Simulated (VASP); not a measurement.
A run of VASP 6.6.1 is set up as follows.

INCAR

```
SYSTEM = InRu2
ALGO = Normal
EDIFF = 1E-6
ENCUT = 520
GGA = PE
ISIF = 2
ISMEAR = 0
LASPH = .TRUE.
LCHARG = .FALSE.
LREAL = .FALSE.
LWAVE = .FALSE.
NBANDS = 28
NELM = 100
PREC = Accurate
SIGMA = 0.1
```

KPOINTS

```
k-points
0
G
  6 6 4
  0 0 0
```

File POSCAR:

```
InRu2
1.0
    2.8541215065      0.0000000000      0.0000000000
    0.0000000000      2.8541215065      0.0000000000
    0.0000000000      0.0000000000      6.4103472636
In Ru
1 2
Direct
    0.0000000000      0.0000000000      0.0000000000
    0.5000000000      0.5000000000      0.3267045640
    0.5000000000      0.5000000000      0.6732954360
```

Potentials or basis: VASP PAW PBE potentials, release 64 (In_d, Ru_pv).

Command:

```sh
$ cat potpaw_PBE.64/In_d/POTCAR potpaw_PBE.64/Ru_pv/POTCAR > POTCAR
$ mpirun -np 1 vasp_std > vasp.out
```

(1) What does it give for the pressure?

(2) Estimate the largest force.

Results:

(1) 0.3 GPa.

(2) 0.125 eV/Å.

Caveat: the k points lie up to 0.37 Å⁻¹ apart.
